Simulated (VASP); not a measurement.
# NaTiS3 (Pm-3m) in VASP: further runs

NaTiS3 is run at these levels: LDA; tasks: single point, relaxation of cell and atoms.

All numbers are computed with VASP 6.6.1; they aren't measurements. Logs are shortened: lines on timing, memory, paths and dates and some standing lists are left out, and cuts for length are marked.

## (1) The cell of the first run

Symmetry: Pm-3m, No. 221, cubic system. Conventional cell: a = 4.653 Å, b = 4.653 Å, c = 4.653 Å, α = 90.00°, β = 90.00°, γ = 90.00°. Na (site symmetry m-3m) has 12 S at 3.29 Å and 8 Ti at 4.03 Å within 4.3 Å. Within 3.1 Å of Ti (site symmetry m-3m) lie 6 S at 2.33 Å. Within 3.1 Å of S (site symmetry 4/mmm) lie 2 Ti at 2.33 Å.

## (2) Single point, LDA

INCAR

```
SYSTEM = NaTiS3
PREC = Accurate
ENCUT = 520
EDIFF = 1E-6
ISMEAR = -1
SIGMA = 0.1
LREAL = .False.
LASPH = .True.
NELM = 100
ALGO = Normal
ISIF = 2
LWAVE = .False.
LCHARG = .False.
NBANDS = 26
```

KPOINTS

```
regular mesh
0
Gamma
  6 6 6
  0 0 0
```

POSCAR

```
NaTiS3
1.0
    4.6527224475      0.0000000000      0.0000000000
    0.0000000000      4.6527224475      0.0000000000
    0.0000000000      0.0000000000      4.6527224475
Na Ti S
1 1 3
Direct
    0.0000000000      0.0000000000      0.0000000000
    0.5000000000      0.5000000000      0.5000000000
    0.5000000000      0.5000000000      0.0000000000
    0.0000000000      0.5000000000      0.5000000000
    0.5000000000      0.0000000000      0.5000000000
```

Potentials or basis: VASP PAW LDA potentials, release 64 (Na_pv, Ti_sv, S).

The run is started by

```
> cat potpaw_LDA.64/Na_pv/POTCAR potpaw_LDA.64/Ti_sv/POTCAR potpaw_LDA.64/S/POTCAR > POTCAR
> mpirun -np 1 vasp_std > vasp.out
```

OUTCAR:

```text
SYSTEM = NaTiS3
   PREC = Accurate
   ENCUT = 520
   EDIFF = 1E-6
   ISMEAR = -1
   LREAL = .False.
   LASPH = .True.
   NELM = 100
   ISIF = 2

 ion  position               nearest neighbor table
   1  0.000  0.000  0.000-
   2  0.500  0.500  0.500-   3 2.33   4 2.33   5 2.33   3 2.33   5 2.33   4 2.33
   3  0.500  0.500  0.000-   2 2.33   2 2.33
   4  0.000  0.500  0.500-   2 2.33   2 2.33
   5  0.500  0.000  0.500-   2 2.33   2 2.33

  LATTYP: Found a simple cubic cell.
 ALAT       =     4.6527224475

  Lattice vectors:

 A1 = (   4.6527224475,   0.0000000000,   0.0000000000)
 A2 = (   0.0000000000,   4.6527224475,   0.0000000000)
 A3 = (   0.0000000000,   0.0000000000,   4.6527224475)

Analysis of symmetry for initial positions (statically):
=====================================================================
 Subroutine PRICEL returns:
 Original cell was already a primitive cell.

 Routine SETGRP: Setting up the symmetry group for a
 simple cubic supercell.

 Subroutine GETGRP returns: Found 48 space group operations
 (whereof 48 operations were pure point group operations)
 out of a pool of 48 trial point group operations.

The static configuration has the point symmetry O_h .

Analysis of symmetry for dynamics (positions and initial velocities):
=====================================================================
 Subroutine PRICEL returns:
 Original cell was already a primitive cell.

 Routine SETGRP: Setting up the symmetry group for a
 simple cubic supercell.

 Subroutine GETGRP returns: Found 48 space group operations
 (whereof 48 operations were pure point group operations)
 out of a pool of 48 trial point group operations.

The dynamic configuration has the point symmetry O_h .

 Subroutine INISYM returns: Found 48 space group operations
 (whereof 48 operations are pure point group operations),
 and found     1 'primitive' translations

----------------------------------------------------------------------------------------

                                     Primitive cell

  volume of cell :     100.7213

  direct lattice vectors                    reciprocal lattice vectors
     4.652722448  0.000000000  0.000000000     0.214927929  0.000000000  0.000000000
[... 85 lines left out ...]
   ENCUT  =  520.0 eV  38.22 Ry    6.18 a.u.   8.65  8.65  8.65*2*pi/ulx,y,z
   NELM   =    100;   NELMIN=  2; NELMDL= -5     # of ELM steps
   EDIFF  = 0.1E-05   stopping-criterion for ELM
   LREAL  =      F    real-space projection
   EDIFFG = 0.1E-04   stopping-criterion for IOM
   NSW    =      0    number of steps for IOM
   IBRION =     -1    ionic relax: 0-MD 1-quasi-New 2-CG
   NFREE  =      0    steps in history (QN), initial steepest desc. (CG)
   ISIF   =      2    stress and relaxation
   ISYM   =      2    0-nonsym 1-usesym 2-fastsym
   POTIM  = 0.5000    time-step for ionic-motion
   TEBEG  =    0.0;   TEEND  =   0.0 temperature during run
   PSTRESS=    0.0 pullay stress
   NELECT =      37.0000    total number of electrons
   NUPDOWN=      -1.0000    fix difference up-down
   EMIN   =  10.00;   EMAX   =-10.00  energy-range for DOS
   EFERMI =   0.00;   METHOD = LEGACY
   ISMEAR =    -1;   SIGMA  =   0.10  broadening in eV -4-tet -1-fermi 0-gaus
   EFERMI_NEDOS =   21; number of points for ismear=-14 and -15
   IALGO  =     38    algorithm
   IMIX   =      4    mixing-type and parameters
     AMIX     =   0.40;   BMIX     =  1.00
     AMIX_MAG =   1.60;   BMIX_MAG =  1.00
  volume/ion in A,a.u.               =      20.14       135.94
  Fermi-wavevector in a.u.,A,eV,Ry     =   1.172470  2.215646 18.703725  1.374685
  Thomas-Fermi vector in A             =   2.308898
   LORBIT       =      0    0 simple, 1 ext, 2 COOP (PROOUT), +10 PAW based schemes
   GGA     = CA    functional components
   LHFCALC =     F    Hartree Fock is set to
   AEXX    =    0.0000 exact exchange contribution
   IVDW    =     0    specifies the selected vdW correction
   LEPSILON=     F    determine dielectric tensor
   LRPA    =     F    only Hartree local field effects (RPA)
 non-spin polarized calculation
  energy-cutoff  :      520.00
  volume of cell :      100.72
 maximum number of plane-waves:      2800
 NGX is ok and might be reduce to    36
   NGX = 17   NGY = 17   NGZ = 17

 number of electron      37.0000012 magnetization

 Free energy of the ion-electron system (eV)
  ---------------------------------------------------
  ext. energy  EPLUGINS =         0.00000000
  ---------------------------------------------------
  free energy    TOTEN  =       -28.83681061 eV

  energy without entropy =      -28.74909558  energy(sigma->0) =      -28.79295309

 E-fermi :   3.7932     XC(G=0):  -9.7458

 val. band max:        3.7912706634   @ k =   0.3333   0.3333   0.1667
 cond. band min:       3.8346256144   @ k =   0.5000   0.3333   0.3333
 fundamental gap:      0.0433549510
 Fermi energy:         3.7932402699

 k-point     1 :       0.0000    0.0000    0.0000
  band No.  band energies     occupation
      1     -52.7162      2.00000
      2     -29.3890      2.00000
      3     -29.3890      2.00000
      4     -29.3890      2.00000
      5     -19.7228      2.00000
      6     -19.7228      2.00000
[... 569 lines left out ...]
     25      10.3256      0.00000
     26      10.9520      0.00000

------------------------ aborting loop because EDIFF is reached ----------------------------------------

  FORCE on cell =-STRESS in cart. coord.  units (eV):
  Direction    XX          YY          ZZ          XY          YZ          ZX
  --------------------------------------------------------------------------------------
  -------------------------------------------------------------------------------------
  Total        0.0063484      0.0063484      0.0063484      0.0000000      0.0000000      0.0000000
  in kB        0.1009835      0.1009835      0.1009835      0.0000000      0.0000000      0.0000000
  external PRESSURE =       0.1009835 kB  Pullay stress =       0.0000000 kB

 VOLUME and BASIS-vectors are now :
 -----------------------------------------------------------------------------
  energy-cutoff  :      520.00
  volume of cell :      100.72
      direct lattice vectors                 reciprocal lattice vectors
     4.652722448  0.000000000  0.000000000     0.214927929  0.000000000  0.000000000
     0.000000000  4.652722448  0.000000000     0.000000000  0.214927929  0.000000000
     0.000000000  0.000000000  4.652722448     0.000000000  0.000000000  0.214927929

 POSITION                                       TOTAL-FORCE (eV/Angst)
 -----------------------------------------------------------------------------------
      0.00000      0.00000      0.00000         0.000000      0.000000      0.000000
      2.32636      2.32636      2.32636         0.000000      0.000000      0.000000
      2.32636      2.32636      0.00000         0.000000      0.000000      0.000000
      0.00000      2.32636      2.32636         0.000000      0.000000      0.000000
      2.32636      0.00000      2.32636         0.000000      0.000000      0.000000
 -----------------------------------------------------------------------------------
    total drift:                                0.000000      0.000000      0.000000

  FREE ENERGIE OF THE ION-ELECTRON SYSTEM (eV)
  ---------------------------------------------------
  free  energy   TOTEN  =       -28.8368106096 eV

  energy  without entropy=      -28.7490955774  energy(sigma->0) =      -28.79295309
```

OSZICAR:

```text
N       E                     dE             d eps       ncg     rms          rms(c)
DAV:   1     0.375314650173E+03    0.37531E+03   -0.17586E+04  1056   0.144E+03
DAV:   2     0.140509951934E+02   -0.36126E+03   -0.35005E+03  1096   0.402E+02
DAV:   3    -0.293070358951E+02   -0.43358E+02   -0.42539E+02  1614   0.131E+02
DAV:   4    -0.322568530661E+02   -0.29498E+01   -0.29310E+01  1510   0.294E+01
DAV:   5    -0.323717724774E+02   -0.11492E+00   -0.11488E+00  1494   0.438E+00    0.155E+01
DAV:   6    -0.297869886185E+02    0.25848E+01   -0.19676E+01  1274   0.356E+01    0.101E+01
DAV:   7    -0.291950320058E+02    0.59196E+00   -0.10013E+01  1312   0.254E+01    0.684E+00
DAV:   8    -0.289139292051E+02    0.28110E+00   -0.19503E+00  1238   0.117E+01    0.257E+00
DAV:   9    -0.288366219124E+02    0.77307E-01   -0.33364E-01  1332   0.467E+00    0.493E-01
DAV:  10    -0.288370911356E+02   -0.46922E-03   -0.11941E-02  1268   0.693E-01    0.393E-01
DAV:  11    -0.288395801305E+02   -0.24890E-02   -0.11125E-02  1350   0.624E-01    0.414E-01
DAV:  12    -0.288368165010E+02    0.27636E-02   -0.65496E-03  1336   0.587E-01    0.543E-02
DAV:  13    -0.288368268301E+02   -0.10329E-04   -0.25149E-04  1180   0.962E-02    0.280E-02
DAV:  14    -0.288368121010E+02    0.14729E-04   -0.22302E-05  1544   0.311E-02    0.950E-03
DAV:  15    -0.288368102685E+02    0.18325E-05   -0.68828E-06  1282   0.144E-02    0.245E-03
DAV:  16    -0.288368106096E+02   -0.34110E-06   -0.93805E-07   668   0.713E-03
   1 F= -.28836811E+02 E0= -.28792953E+02  d E =-.877150E-01
```

Wall time 39 s (1 thread of Intel Xeon Platinum 8259CL at 2.50GHz (Skylake/Cascade Lake), shared host); peak memory 0.2 GiB.

What came out:

```yaml
Free_energy: -28.8368 eV
Pressure: 0.0 GPa
```

Levels at points of the mesh, in eV from the Fermi level:
```tsv
k point	band 15	band 16	band 17	band 18	band 19	band 20	band 21	band 22	band 23	band 24
(0.00, 0.00, 0.00)	-0.93	-0.93	-0.07	-0.07	-0.07	0.11	0.11	0.11	1.78	1.78
(0.50, 0.00, 0.00)	-2.69	-2.57	-1.54	-0.34	-0.34	0.16	1.82	2.21	2.21	3.35
(0.50, 0.50, 0.00)	-2.62	-2.42	-1.96	-1.96	0.56	2.21	2.23	2.23	2.50	5.60
(0.50, 0.50, 0.50)	-3.64	-3.64	0.60	0.60	0.60	2.32	2.32	2.32	2.75	6.53
```

## (3) Relaxation of cell and atoms, LDA

This run uses another cell than the first one, of 15.14 Å³/atom, 0.751 times its volume.

INCAR

```
ALGO = Normal
EDIFF = 1E-6
EDIFFG = -0.01
ENCUT = 600
IBRION = 2
ISIF = 3
ISMEAR = -1
LASPH = T
LCHARG = F
LREAL = F
LWAVE = F
NELM = 60
NSW = 80
PREC = Accurate
SIGMA = 0.1
```

KPOINTS

```
k-points
0
Gamma
  6 6 6
```

POSCAR: that of step 2 with these lines changed.

```diff
@@ -2,5 +2,5 @@
 1.0
-    4.6527224475      0.0000000000      0.0000000000
-    0.0000000000      4.6527224475      0.0000000000
-    0.0000000000      0.0000000000      4.6527224475
+    4.2300000000      0.0000000000      0.0000000000
+    0.0000000000      4.2300000000      0.0000000000
+    0.0000000000      0.0000000000      4.2300000000
 Na Ti S
```

Potentials or basis: VASP PAW LDA potentials, release 64 (Na_pv, Ti_sv, S).

The run is started by

```
> cat potpaw_LDA.64/Na_pv/POTCAR potpaw_LDA.64/Ti_sv/POTCAR potpaw_LDA.64/S/POTCAR > POTCAR
> mpirun -np 1 vasp_std > vasp.out
```

OUTCAR:

```text
EDIFF = 1E-6
   EDIFFG = -0.01
   ENCUT = 600
   IBRION = 2
   ISIF = 3
   ISMEAR = -1
   LASPH = T
   LREAL = F
   NELM = 60
   NSW = 80
   PREC = Accurate

 ion  position               nearest neighbor table
   1  0.000  0.000  0.000-
   2  0.500  0.500  0.500-   3 2.12   4 2.12   5 2.12   3 2.12   5 2.12   4 2.12
   3  0.500  0.500  0.000-   2 2.12   2 2.12
   4  0.000  0.500  0.500-   2 2.12   2 2.12
   5  0.500  0.000  0.500-   2 2.12   2 2.12

  LATTYP: Found a simple cubic cell.
 ALAT       =     4.2300000000

  Lattice vectors:

 A1 = (   4.2300000000,   0.0000000000,   0.0000000000)
 A2 = (   0.0000000000,   4.2300000000,   0.0000000000)
 A3 = (   0.0000000000,   0.0000000000,   4.2300000000)

Analysis of symmetry for initial positions (statically):
[... 179 lines left out ...]
 val. band max:        6.9478245278   @ k =   0.3333   0.3333   0.1667
 cond. band min:       6.9552257090   @ k =   0.5000   0.3333   0.3333
 fundamental gap:      0.0074011812
 Fermi energy:         6.9519185218
[... 1115 lines left out ...]
  FREE ENERGIE OF THE ION-ELECTRON SYSTEM (eV)
  ---------------------------------------------------
  free  energy   TOTEN  =       -28.8304094176 eV

  energy  without entropy=      -28.7426670821  energy(sigma->0) =      -28.78653825

[... ionic steps 4 to 14 ...]

--------------------------------------- Ionic step       15  -------------------------------------------

 number of electron      37.0000011 magnetization

------------------------ aborting loop because EDIFF is reached ----------------------------------------
[... 73 lines left out ...]
--------------------------------------- Ionic step       17  -------------------------------------------

 number of electron      37.0000012 magnetization

 Free energy of the ion-electron system (eV)
  ---------------------------------------------------
  ext. energy  EPLUGINS =         0.00000000
  ---------------------------------------------------
  free energy    TOTEN  =       -28.83044504 eV

  energy without entropy =      -28.74271492  energy(sigma->0) =      -28.78657998

 E-fermi :   3.7957     XC(G=0):  -9.7468

 val. band max:        3.7937643609   @ k =   0.3333   0.3333   0.1667
 cond. band min:       3.8371294140   @ k =   0.5000   0.3333   0.3333
 fundamental gap:      0.0433650531
 Fermi energy:         3.7956581115
[... 530 lines left out ...]
  FREE ENERGIE OF THE ION-ELECTRON SYSTEM (eV)
  ---------------------------------------------------
  free  energy   TOTEN  =       -28.8304450444 eV

  energy  without entropy=      -28.7427149194  energy(sigma->0) =      -28.78657998

 reached required accuracy - stopping structural energy minimisation
```

It took 3.7 min on 1 thread of Intel Xeon Platinum 8259CL at 2.50GHz (Skylake/Cascade Lake), shared host; peak memory 0.19 GiB.

What came out:

* Free energy: -28.8304 eV
* Relaxed volume: 20.14 Å³/atom
* Relaxed cell: a = 4.652 Å, b = 4.652 Å, c = 4.652 Å, α = 90.00°, β = 90.00°, γ = 90.00°
* Space group after relaxing (to 0.05 Å): Pm-3m (No. 221)
* Energy gained by relaxing: 471.9 meV/atom
* Ionic steps: 17
* Pressure after relaxing: 0.0 GPa

Step by step:
```csv
step,energy change (eV),largest force (eV/Å),pressure (GPa),volume (Å³)
1,0.0000,0.0000,37.97,75.69
2,-1.5747,0.0000,-10.00,122.18
3,-2.3597,0.0000,-0.09,100.86
4,-2.3593,0.0000,0.32,100.31
5,-2.3593,0.0000,0.31,100.31
6,-2.3594,0.0000,0.30,100.33
7,-2.3594,0.0000,0.31,100.33
8,-2.3594,0.0000,0.31,100.33
9,-2.3594,0.0000,0.31,100.33
10,-2.3594,0.0000,0.30,100.34
11,-2.3594,0.0000,0.30,100.34
12,-2.3594,0.0000,0.29,100.34
13,-2.3594,0.0000,0.29,100.36
14,-2.3595,0.0000,0.27,100.38
15,-2.3595,0.0000,0.24,100.42
16,-2.3596,0.0000,0.17,100.52
17,-2.3597,0.0000,0.03,100.70
```

Final structure:
```
Na Ti S
1.0
     4.65236    0.00000    0.00000
     0.00000    4.65236    0.00000
     0.00000    0.00000    4.65236
Na Ti S
1 1 3
Direct
  0.00000 0.00000 0.00000
  0.50000 0.50000 0.50000
  0.50000 0.50000 0.00000
  0.00000 0.50000 0.50000
  0.50000 0.00000 0.50000
```

Caveat: the volume moved by over 15 % at a fixed basis, so the end points are rough.
